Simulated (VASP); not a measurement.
Wanted: the native input for a VASP 6.6.1 run.

```yaml
Task: single point
Functional: BLYP
Potentials_or_basis: VASP PAW PBE potentials, release 64 (B)
Cutoff: 520 eV
k_mesh: 21 × 21 × 21
Occupations: fermi-dirac, width 0.1 eV
Spin: no spin polarisation
Dipole_correction: no
Further_INCAR_settings: ALGO = Normal; EDIFF = 1e-07; NBANDS = 8
```

The structure of B lies in POSCAR:

```
B
1.0
    0.0000000000      1.4479053450      1.4479053450
    1.4479053450      0.0000000000      1.4479053450
    1.4479053450      1.4479053450      0.0000000000
B
1
Direct
    0.0000000000      0.0000000000      0.0000000000
```

One way to write it, as run:

INCAR

```
SYSTEM = B
AGGAC    = 1.0          
AGGAX    = 1.0          
ALDAC    = 0.0          
ALDAX    = 1.0          
ALGO     = Normal         ! electronic algorithm
EDIFF    = 1E-7           ! SCF threshold, eV
ENCUT    = 520            ! plane-wave cutoff, eV
GGA      = B5             ! functional
ISIF     = 2              ! what is computed and relaxed
ISMEAR   = -1             ! smearing method
LASPH    = .TRUE.         ! aspherical terms in the spheres
LCHARG   = .TRUE.         ! write CHGCAR
LELF     = .TRUE.         ! ELF
LREAL    = .FALSE.        ! projectors in reciprocal space
LVHAR    = .TRUE.       
LWAVE    = .FALSE.        ! write WAVECAR
NBANDS   = 8              ! bands
NELM     = 80             ! most SCF steps
PREC     = Accurate       ! precision mode
SIGMA    = 0.1            ! smearing width, eV
```

KPOINTS

```
k-points
0
G
  21 21 21
  0 0 0
```

Potentials or basis: VASP PAW PBE potentials, release 64 (B).

Launch:

```sh
$ cat potpaw_PBE.64/B/POTCAR > POTCAR
$ mpirun -np 1 vasp_std > vasp.out
```

Results of the run:

| Quantity | Value |
| --- | --- |
| Pressure | 0.1 GPa |

Caveat: the PAW data sets were made with another functional, which shifts forces and pressure a little.

It took 7.5 s on 1 thread of Intel(R) Xeon(R) Platinum 8259CL CPU @ 2.50GHz (Skylake/Cascade Lake), with other jobs on the host, peak memory 0.12 GiB.
